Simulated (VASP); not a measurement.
Mg2Sb3, 5 atoms in the cell. The structure is trigonal, space group P-3m1 (No. 164). Conventional cell: a = 4.695 Å, b = 4.695 Å, c = 7.490 Å, α = 90.00°, β = 90.00°, γ = 120.00°. Within 3.9 Å of Mg (site symmetry 3m) lie 7 Sb at 2.98 to 3.32 Å and 3 Mg at 3.67 Å. Sb (site symmetry 3m) has 3 Sb at 2.97 Å and 4 Mg at 3.11 to 3.32 Å within 3.9 Å. Within 3.9 Å of Sb (site symmetry -3m) lie 6 Mg at 2.98 Å. 

| Item | Value |
| --- | --- |
| Program | VASP 6.6.1 |
| Task | single point |
| Functional | PBEsol |
| Potentials or basis | VASP PAW PBE potentials, release 64 (Mg, Sb) |
| Cutoff | 520 eV |
| k mesh | 6 × 6 × 3 |
| Occupations | gaussian, width 0.05 eV |
| Spin | no spin polarisation |
| Dipole correction | no |
| Further INCAR settings | ALGO = Normal; EDIFF = 1e-06; NBANDS = 18 |

Potentials or basis: VASP PAW PBE potentials, release 64 (Mg, Sb).

The run is started by

```console
$ cat potpaw_PBE.64/Mg/POTCAR potpaw_PBE.64/Sb/POTCAR > POTCAR
$ mpirun -np 1 vasp_std > vasp.out
```

Hardware: 1 thread of Intel(R) Xeon(R) Platinum 8375C CPU @ 2.90GHz (Ice Lake), with other jobs on the host.

**Question.** How long does it take, and how much memory?

**Answer.** Run time: 43 s on 1 thread of Intel(R) Xeon(R) Platinum 8375C CPU @ 2.90GHz (Ice Lake), with other jobs on the host, peak memory 0.25 GiB. Counts: scf iterations 13, k points 17.
